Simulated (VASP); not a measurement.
Runs of VASP 6.6.1 on Hf. The structure is that of space group P6_3/mmc (No. 194), or close to it. The cells are those of the table. 

| level | spin | cell | k mesh | cutoff (eV) | grid for exact exchange (PRECFOCK) | share of exact exchange | screening parameter | gap on the mesh (eV) | pressure (GPa) |
| --- | --- | --- | --- | --- | --- | --- | --- | --- | --- |
| PBEsol | off | a = 3.133, b = 3.133, c = 5.058 Å, angles 90.0, 90.0, 120.0°, 2 atoms | 10 × 10 × 5 | 500 | - | - | - | none | 0.0 |
| PBE0 | non-collinear, zero start, SOC | a = 3.197, b = 3.197, c = 5.058 Å, angles 90.0, 90.0, 120.0°, 2 atoms | 4 × 4 × 2 | 520 | Normal | 0.25 | - | - | -1.7 |
| B3LYP | off | a = 3.251, b = 3.251, c = 5.002 Å, angles 90.0, 90.0, 120.0°, 2 atoms | 5 × 5 × 3 | 520 | Normal | 0.2 | - | none | (c) |
| PBE | off | a = 3.197, b = 3.252, c = 5.058 Å, angles 90.0, 90.0, 121.7°, 2 atoms | 10 × 10 × 5 | 520 | - | - | - | none | 0.3 |
| PBEsol | off | a = 3.069, b = 3.069, c = 5.058 Å, angles 90.0, 90.0, 120.0°, 2 atoms | 10 × 10 × 5 | 500 | - | - | - | none | (d) |
| PBE0 | off | a = 3.197, b = 3.197, c = 5.058 Å, angles 90.0, 90.0, 120.0°, 2 atoms | 5 × 5 × 3 | 520 | Normal | 0.25 | - | none | -1.3 |
| B3LYP5 | off | a = 3.153, b = 3.153, c = 4.989 Å, angles 90.0, 90.0, 120.0°, 2 atoms | 5 × 5 × 3 | 520 | Normal | 0.2 | - | none | 6.2 |
| PBEsol | off | a = 3.261, b = 3.261, c = 5.058 Å, angles 90.0, 90.0, 120.0°, 2 atoms | 10 × 10 × 5 | 500 | - | - | - | none | (a) |
| PBEsol | off | a = 3.325, b = 3.325, c = 5.058 Å, angles 90.0, 90.0, 120.0°, 2 atoms | 10 × 10 × 5 | 500 | - | - | - | none | -10.9 |
| B3LYP5 | off | a = 3.175, b = 3.175, c = 5.024 Å, angles 90.0, 90.0, 120.0°, 2 atoms | 5 × 5 × 3 | 520 | Normal | 0.2 | - | none | 3.7 |
| HSE06 | off | a = 3.239, b = 3.239, c = 5.124 Å, angles 90.0, 90.0, 120.0°, 2 atoms | 6 × 6 × 4 | 520 | Normal | 0.25 | 0.2079 1/Å | none | -4.0 |
| B3LYP5 | off | a = 3.131, b = 3.131, c = 4.955 Å, angles 90.0, 90.0, 120.0°, 2 atoms | 5 × 5 × 3 | 520 | Normal | 0.2 | - | none | (b) |

Alike in all rows: task single point; potentials or basis VASP PAW PBE potentials, release 64 (Hf_pv); smearing fermi-dirac 0.05 eV.

Problem. Estimate the missing entries.

Solution. (a) -7.9; (b) 9.1; (c) -1.6; (d) 5.0.

Caveats: some runs use coarse meshes; the PAW data sets were made with another functional, which shifts forces and pressure a little (at least some runs); spin-orbit coupling is left out, which moves the levels of the heavy elements (at least some runs); the cell stands under tension (at least some runs); a moment this small can come from the mesh or the smearing (at least some runs); the stress differs along the axes, from 1 to 7 GPa (at least some runs).

A k mesh can miss the band edges, and rows without SOC leave out spin-orbit coupling on Hf.

A gap of «none» marks levels without a gap at the run's occupations.
